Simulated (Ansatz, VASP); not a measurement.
## Be in VASP and in Ansatz

The input INCAR:

```
SYSTEM = Be
  PREC = Accurate
  ENCUT = 520
  EDIFF = 1E-6
  ISMEAR = -1
  SIGMA = 0.1
  LREAL = .FALSE.
  LASPH = .TRUE.
  NELM = 80
  ALGO = Normal
  ISIF = 2
  LWAVE = .FALSE.
  LCHARG = .TRUE.
  GGA = RP
  LELF = .TRUE.
  LVHAR = .TRUE.
  NBANDS = 12
```

The input KPOINTS:

```
Automatic mesh
0
G
  18 18 5
  0 0 0
```

POSCAR

```
Be
1.0
    2.2440711003      0.0000000000      0.0000000000
   -1.1220355502      1.9434225807      0.0000000000
    0.0000000000      0.0000000000      7.1379173160
Be
4
Direct
    0.0000000000      1.0000000000      1.0000000000
    1.0000000000      1.0000000000      0.5000000000
    0.3333333333      0.6666666667      0.2500000000
    0.6666666667      0.3333333333      0.7500000000
```

Input for Ansatz:

```yaml
crystal:
  lattice:
    - [2.2440711003, 0.0, 0.0]
    - [-1.1220355502, 1.9434225807, 0.0]
    - [0.0, 0.0, 7.137917316]
  atoms:
    - { symbol: Be, position: [0.0, 1.0, 1.0] }
    - { symbol: Be, position: [1.0, 1.0, 0.5] }
    - { symbol: Be, position: [0.3333333333, 0.6666666667, 0.25] }
    - { symbol: Be, position: [0.6666666667, 0.3333333333, 0.75] }
hamiltonian:
  xc: rpbe
  pseudopotentials:
    kind: paw
    azcp:
      Be: "pseudopotentials/Be.paw.azcp"
basis:
  ecutwfc: 420
  fft_grid_basis: typed
kpoints:
  mp_grid: { grid: [18, 18, 5], shift: [0, 0, 0] }
magnetization:
  spin_polarized: false
scf:
  occupations: { method: fermi_dirac, width: 0.1 }
  lower_state_search: "off"
output:
  stress: true
```

Alike in both runs: task single point; functional RPBE; k mesh 18 × 18 × 5; occupations fermi-dirac, width 0.1 eV; no spin polarisation.

|  | VASP | Ansatz |
| --- | --- | --- |
| version | VASP 6.6.1 | Ansatz 0.2.0 |
| potentials or method | VASP PAW PBE potentials, release 64 (Be), cutoff 520 eV | plane waves (420 eV) with PAW, scalar-relativistic |
| valence electrons in the cell | 8 | 8 |

|  | VASP | Ansatz | Ansatz less VASP |
| --- | --- | --- | --- |
| pressure (GPa) | 5.2 | 5.2 | -0.02 |
| traceless stress, the component that is largest in VASP (GPa) | 1.08 | 1.06 | -0.027 |

VASP's potentials were made for PBE, not for RPBE.
